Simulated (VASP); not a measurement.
MnSn3, 4 atoms in the cell. It takes space group Fm-3m (No. 225, cubic). The conventional cell has a = 7.192 Å, b = 7.192 Å, c = 7.192 Å, α = 90.00°, β = 90.00°, γ = 90.00°. Within 4.1 Å of Sn (site symmetry -43m) lie 10 Sn at 3.11 to 3.60 Å and 4 Mn at 3.11 Å. Within 4.1 Å of Sn (site symmetry m-3m) lie 8 Sn at 3.11 Å and 6 Mn at 3.60 Å. Within 4.1 Å of Mn (site symmetry m-3m) lie 14 Sn at 3.11 to 3.60 Å. 

```yaml
Program: VASP 6.6.1
Task: single point
Functional: PBEsol
Potentials_or_basis: VASP PAW PBE potentials, release 64 (Sn_d, Mn_pv)
Cutoff: 520 eV
k_mesh: 10 × 10 × 10
Occupations: gaussian, width 0.1 eV
Spin: collinear spin, ferromagnetic start
Starting_moments: "[0.0, 0.0, 0.0, 0.5] μB"
Dipole_correction: no
Further_INCAR_settings: ALGO = Normal; EDIFF = 1e-07; NBANDS = 40
```

Potentials or basis: VASP PAW PBE potentials, release 64 (Sn_d, Mn_pv).

The run is started by

```console
$ cat potpaw_PBE.64/Sn_d/POTCAR potpaw_PBE.64/Mn_pv/POTCAR > POTCAR
$ mpirun -np 1 vasp_std > vasp.out
```

Hardware: 1 thread of Intel(R) Xeon(R) Platinum 8488C (Sapphire Rapids), with other jobs on the host.

Q: Estimate the wall time of this run.

A: Run time: 8.9 min on 1 thread of Intel(R) Xeon(R) Platinum 8488C (Sapphire Rapids) (shared host), peak memory 0.46 GiB. Counts: scf iterations 27, k points 47.
